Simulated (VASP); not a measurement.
# AgBr (Fm-3m) in VASP: further runs, part 5 of 5

VASP 6.6.1. The steps go on from the part before.

### Step 7. Electric field gradients, LDA (volume scaled by 1.04)

INCAR

```
SYSTEM = AgBr
  PREC = Accurate
  ENCUT = 400
  EDIFF = 1E-8
  ISMEAR = -1
  SIGMA = 0.03
  LREAL = .False.
  LASPH = .True.
  NELM = 120
  ALGO = Normal
  ISIF = 2
  LWAVE = .False.
  LCHARG = .False.
  LEFG = .True.
  NBANDS = 16
  GGA_COMPAT = .False.
```

KPOINTS

```
Automatic mesh
0
Gamma
  7 7 7
  0 0 0
```

POSCAR

```
AgBr
1.0
    0.0000000000      2.9240286974      2.9240286974
    2.9240286974      0.0000000000      2.9240286974
    2.9240286974      2.9240286974      0.0000000000
Ag Br
1 1
Direct
    0.5000000000      0.5000000000      0.5000000000
    0.0000000000      0.0000000000      0.0000000000
```

Potentials or basis: VASP PAW LDA potentials, release 64 (Ag, Br).

Run with:

```sh
> cat potpaw_LDA.64/Ag/POTCAR potpaw_LDA.64/Br/POTCAR > POTCAR
> mpirun -np 1 vasp_std > vasp.out
```

OUTCAR:

```text
SYSTEM = AgBr
   PREC = Accurate
   ENCUT = 400
   EDIFF = 1E-8
   ISMEAR = -1
   LREAL = .False.
   LASPH = .True.
   NELM = 120
   ISIF = 2

 ion  position               nearest neighbor table
   1  0.500  0.500  0.500-   2 2.92   2 2.92   2 2.92   2 2.92   2 2.92   2 2.92
   2  0.000  0.000  0.000-   1 2.92   1 2.92   1 2.92   1 2.92   1 2.92   1 2.92

  LATTYP: Found a face centered cubic cell.
 ALAT       =     5.8480573948

  Lattice vectors:

 A1 = (   0.0000000000,   2.9240286974,   2.9240286974)
 A2 = (   2.9240286974,   0.0000000000,   2.9240286974)
 A3 = (   2.9240286974,   2.9240286974,   0.0000000000)

Analysis of symmetry for initial positions (statically):
=====================================================================
 Subroutine PRICEL returns:
 Original cell was already a primitive cell.

 Routine SETGRP: Setting up the symmetry group for a
 face centered cubic supercell.

 Subroutine GETGRP returns: Found 48 space group operations
 (whereof 48 operations were pure point group operations)
 out of a pool of 48 trial point group operations.

The static configuration has the point symmetry O_h .

Analysis of symmetry for dynamics (positions and initial velocities):
=====================================================================
 Subroutine PRICEL returns:
 Original cell was already a primitive cell.

 Routine SETGRP: Setting up the symmetry group for a
 face centered cubic supercell.

 Subroutine GETGRP returns: Found 48 space group operations
 (whereof 48 operations were pure point group operations)
 out of a pool of 48 trial point group operations.

The dynamic configuration has the point symmetry O_h .

 Subroutine INISYM returns: Found 48 space group operations
 (whereof 48 operations are pure point group operations),
 and found     1 'primitive' translations

----------------------------------------------------------------------------------------

                                     Primitive cell

  volume of cell :      50.0006

  direct lattice vectors                    reciprocal lattice vectors
     0.000000000  2.924028697  2.924028697    -0.170996954  0.170996954  0.170996954
     2.924028697  0.000000000  2.924028697     0.170996954 -0.170996954  0.170996954
     2.924028697  2.924028697  0.000000000     0.170996954  0.170996954 -0.170996954

  length of vectors
     4.135201041  4.135201041  4.135201041     0.296175412  0.296175412  0.296175412

  position of ions in fractional coordinates (direct lattice)
     0.500000000  0.500000000  0.500000000
     0.000000000  0.000000000  0.000000000

  ion indices of the primitive-cell ions
   primitive index   ion index
                 1           1
                 2           2

----------------------------------------------------------------------------------------

 KPOINTS: Automatic mesh

[... 67 lines left out ...]
   NFREE  =      0    steps in history (QN), initial steepest desc. (CG)
   ISIF   =      2    stress and relaxation
   ISYM   =      2    0-nonsym 1-usesym 2-fastsym
   POTIM  = 0.5000    time-step for ionic-motion
   TEBEG  =    0.0;   TEEND  =   0.0 temperature during run
   PSTRESS=    0.0 pullay stress
   NELECT =      18.0000    total number of electrons
   NUPDOWN=      -1.0000    fix difference up-down
   EMIN   =  10.00;   EMAX   =-10.00  energy-range for DOS
   EFERMI =   0.00;   METHOD = LEGACY
   ISMEAR =    -1;   SIGMA  =   0.03  broadening in eV -4-tet -1-fermi 0-gaus
   EFERMI_NEDOS =   21; number of points for ismear=-14 and -15
   IALGO  =     38    algorithm
   IMIX   =      4    mixing-type and parameters
     AMIX     =   0.40;   BMIX     =  1.00
     AMIX_MAG =   1.60;   BMIX_MAG =  1.00
  volume/ion in A,a.u.               =      25.00       168.71
  Fermi-wavevector in a.u.,A,eV,Ry     =   1.164593  2.200761 18.453255  1.356276
  Thomas-Fermi vector in A             =   2.301129
   LORBIT       =      0    0 simple, 1 ext, 2 COOP (PROOUT), +10 PAW based schemes
   GGA     = CA    functional components
   LHFCALC =     F    Hartree Fock is set to
   AEXX    =    0.0000 exact exchange contribution
   IVDW    =     0    specifies the selected vdW correction
   LEPSILON=     F    determine dielectric tensor
   LRPA    =     F    only Hartree local field effects (RPA)
 non-spin polarized calculation
  energy-cutoff  :      400.00
  volume of cell :       50.00
 maximum number of plane-waves:       914
   NGX = 13   NGY = 13   NGZ = 13

 number of electron      17.9999995 magnetization

 Free energy of the ion-electron system (eV)
  ---------------------------------------------------
  ext. energy  EPLUGINS =         0.00000000
  ---------------------------------------------------
  free energy    TOTEN  =        -6.27280857 eV

  energy without entropy =       -6.27280322  energy(sigma->0) =       -6.27280589

 E-fermi :   3.0454     XC(G=0): -10.0034

 val. band max:        2.7488059134   @ k =   0.4286   0.0000   0.0000
 cond. band min:       3.2376326979   @ k =   0.0000   0.0000   0.0000
 fundamental gap:      0.4888267845
 Fermi energy:         3.0453736980

 k-point     1 :       0.0000    0.0000    0.0000
  band No.  band energies     occupation
      1     -11.9337      2.00000
      2       0.1755      2.00000
      3       0.1755      2.00000
      4       0.1777      2.00000
      5       0.1777      2.00000
      6       0.1777      2.00000
[... 357 lines left out ...]
      3      -0.8934      2.00000
      4      -0.8086      2.00000
      5       0.4148      2.00000
      6       0.5059      2.00000
[... 8 lines left out ...]
     15      15.3447      0.00000
     16      17.8130      0.00000

------------------------ aborting loop because EDIFF is reached ----------------------------------------

  FORCE on cell =-STRESS in cart. coord.  units (eV):
  Direction    XX          YY          ZZ          XY          YZ          ZX
  --------------------------------------------------------------------------------------
  -------------------------------------------------------------------------------------
  Total       -1.9396315     -1.9396315     -1.9396315     -0.0000000      0.0000000      0.0000000
  in kB      -62.1519731    -62.1519731    -62.1519731     -0.0000000      0.0000000      0.0000000
  external PRESSURE =     -62.1519731 kB  Pullay stress =       0.0000000 kB

 VOLUME and BASIS-vectors are now :
 -----------------------------------------------------------------------------
  energy-cutoff  :      400.00
  volume of cell :       50.00
      direct lattice vectors                 reciprocal lattice vectors
     0.000000000  2.924028697  2.924028697    -0.170996954  0.170996954  0.170996954
     2.924028697  0.000000000  2.924028697     0.170996954 -0.170996954  0.170996954
     2.924028697  2.924028697  0.000000000     0.170996954  0.170996954 -0.170996954

 POSITION                                       TOTAL-FORCE (eV/Angst)
 -----------------------------------------------------------------------------------
      2.92403      2.92403      2.92403         0.000000      0.000000      0.000000
      0.00000      0.00000      0.00000        -0.000000     -0.000000     -0.000000
 -----------------------------------------------------------------------------------
    total drift:                                0.000000      0.000000      0.000000

  FREE ENERGIE OF THE ION-ELECTRON SYSTEM (eV)
  ---------------------------------------------------
  free  energy   TOTEN  =        -6.2728085656 eV

  energy  without entropy=       -6.2728032172  energy(sigma->0) =       -6.27280589

 Electric field gradients (V/A^2)
---------------------------------------------------------------------
 ion       V_xx      V_yy      V_zz      V_xy      V_xz      V_yz
---------------------------------------------------------------------
   1      -0.000     0.000     0.000    -0.000    -0.000    -0.000
   2       0.000     0.000    -0.000     0.001     0.001     0.001
---------------------------------------------------------------------

 Electric field gradients after diagonalization (V/A^2)
 (convention: |V_zz| > |V_xx| > |V_yy|)
----------------------------------------------------------------------
 ion       V_xx      V_yy      V_zz     asymmetry (V_yy - V_xx)/ V_zz
----------------------------------------------------------------------
   1       0.000     0.000    -0.001       0.000
   2      -0.001    -0.001     0.001       0.000
----------------------------------------------------------------------

           NMR quadrupolar parameters

 Cq : quadrupolar parameter    Cq=e*Q*V_zz/h
 eta: asymmetry parameters     (V_yy - V_xx)/ V_zz
 Q  : nuclear electric quadrupole moment in mb (millibarn)
----------------------------------------------------------------------
 ion       Cq(MHz)       eta       Q (mb)
----------------------------------------------------------------------
   1      -0.000       0.000       1.000
   2       0.000       0.000       1.000
----------------------------------------------------------------------
```

Wall time 8 s (1 thread of AMD EPYC 9R45 (Zen 5), shared host); peak memory 0.11 GiB.

Results:

```yaml
Free_energy: -6.2728 eV
Pressure: -6.2 GPa
Band_gap_on_the_k_mesh: 0.49 eV, indirect (least direct gap 2.16 eV)
```

Caveat: without QUAD_EFG the Cq values of the log hold for a quadrupole moment of 1 mb, not for the nuclei.

### Step 8. Summary

| task | cell | k mesh for the DOS | occupations for the DOS | gap on the mesh (eV) | pressure (GPa) |
| --- | --- | --- | --- | --- | --- |
| density of states | a = 4.081 Å, angles 60.0°, 2 atoms | 11 × 11 × 11 | tetrahedron | - | - |
| electric field gradients | a = 4.026 Å, angles 60.0°, 2 atoms | - | - | 0.49 | -3.3 |
| electric field gradients | a = 4.054 Å, angles 60.0°, 2 atoms | - | - | 0.48 | -4.2 |
| electric field gradients | a = 4.109 Å, angles 60.0°, 2 atoms | - | - | 0.49 | -5.6 |
| electric field gradients | a = 4.135 Å, angles 60.0°, 2 atoms | - | - | 0.49 | -6.2 |

Alike in all rows: level LDA; potentials or basis VASP PAW LDA potentials, release 64 (Ag, Br); no spin polarisation; k mesh 7 × 7 × 7; cutoff (eV) 400; smearing fermi-dirac 0.03 eV.

Total energies depend on the potentials used, so only differences within one code and one set of settings carry meaning.
